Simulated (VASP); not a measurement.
Write the native input for VASP 6.6.1 that does the following.

| Item | Value |
| --- | --- |
| Task | single point |
| Functional | LDA |
| Potentials or basis | VASP PAW LDA potentials, release 64 (Hf_pv, N) |
| Cutoff | 520 eV |
| k mesh | 16 × 16 × 16 |
| Occupations | gaussian, width 0.15 eV |
| Spin | no spin polarisation |
| Dipole correction | no |
| Further INCAR settings | ALGO = Normal; EDIFF = 1e-07; NBANDS = 14 |

The structure of HfN lies in POSCAR:

```
HfN
1.0
    0.0000000000      2.4548220000      2.5161925500
    2.4548220000      0.0000000000      2.5161925500
    2.4548220000      2.4548220000      0.0000000000
Hf N
1 1
Direct
    0.0000000000      0.0000000000      0.0000000000
    0.7500000000      0.7500000000      0.7500000000
```

This cell differs from its parent crystal: strain +0.000 along x and y, +0.025 along z.

One way to write it, as run:

INCAR

```
SYSTEM = HfN
PREC = Accurate
ENCUT = 520
EDIFF = 1E-7
ISMEAR = 0
SIGMA = 0.15
LREAL = .FALSE.
LASPH = .TRUE.
NELM = 100
ALGO = Normal
ISIF = 2
LWAVE = .FALSE.
LCHARG = .TRUE.
GGA = CA
LELF = .TRUE.
LVHAR = .TRUE.
NBANDS = 14
```

KPOINTS

```
regular mesh
0
G
  16 16 16
  0 0 0
```

Potentials or basis: VASP PAW LDA potentials, release 64 (Hf_pv, N).

Launch:

```console
$ cat potpaw_LDA.64/Hf_pv/POTCAR potpaw_LDA.64/N/POTCAR > POTCAR
$ mpirun -np 1 vasp_std > vasp.out
```

Results of the run:

```
Pressure               : -14.1 GPa
Band gap on the k mesh : zero (an odd number of electrons rules out a gap without spin polarisation)
```

Caveat: the cell differs from its parent crystal (strain +0.000 along x and y, +0.025 along z); the cell stands under tension; spin-orbit coupling is left out, which moves the levels of the heavy elements.

Run time: 4.1 min on 1 thread of Intel Xeon 8259CL, on a shared host, peak memory 0.27 GiB.
